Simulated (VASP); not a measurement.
Write the native input for VASP 6.6.1 that does the following.

| Property | Result |
| --- | --- |
| Task | single point |
| Functional | PBE |
| Potentials or basis | VASP PAW PBE potentials, release 64 (Ba_sv) |
| Cutoff | 520 eV |
| k mesh | 6 × 6 × 1 |
| Occupations | fermi-dirac, width 0.1 eV |
| Spin | no spin polarisation |
| Dipole correction | yes |
| Electric field (eV/Å) | 0.2 |
| Further INCAR settings | ALGO = Normal; EDIFF = 1e-06; NBANDS = 33; EFIELD = -0.2 |

The structure of Ba lies in POSCAR:

```
Ba
1.0
    7.1064158584      0.0000000000      0.0000000000
   -3.5532079292      6.1543366632      0.0000000000
    0.0000000000      0.0000000000     25.8024000000
Ba
5
Direct
    0.8333333333      0.1666666667      0.3825801834
    0.1666666667      0.8333333333      0.4557972596
    0.5000000000      0.5000000000      0.5000000033
    0.8333333333      0.1666666667      0.5442027401
    0.1666666667      0.8333333333      0.6174198136
```

One way to write it, as run:

INCAR

```
SYSTEM = Ba
PREC = Accurate ; ENCUT = 520
EDIFF = 1E-6 ; ISMEAR = -1
SIGMA = 0.1 ; LREAL = .False.
LASPH = .True. ; NELM = 100
ALGO = Normal ; ISIF = 2
LWAVE = .False. ; LCHARG = .False.
LDIPOL = .True. ; IDIPOL = 3
DIPOL = 0.5 0.5 0.500 ; GGA = PE
EFIELD = -0.2 ; NBANDS = 33
```

KPOINTS

```
regular mesh
0
Gamma
  6 6 1
  0 0 0
```

Potentials or basis: VASP PAW PBE potentials, release 64 (Ba_sv).

The run is started by

```sh
$ cat potpaw_PBE.64/Ba_sv/POTCAR > POTCAR
$ mpirun -np 1 vasp_std > vasp.out
```

Results of the run:

- Largest force: 0.033 eV/Å
- Band gap on the k mesh: 0.09 eV, direct

Caveat: spin-orbit coupling is left out, which moves the levels of the heavy elements.

Run time: 11 min on 1 thread of Intel(R) Xeon(R) Platinum 8375C CPU @ 2.90GHz (Ice Lake), with other jobs on the host, peak memory 1 GiB.
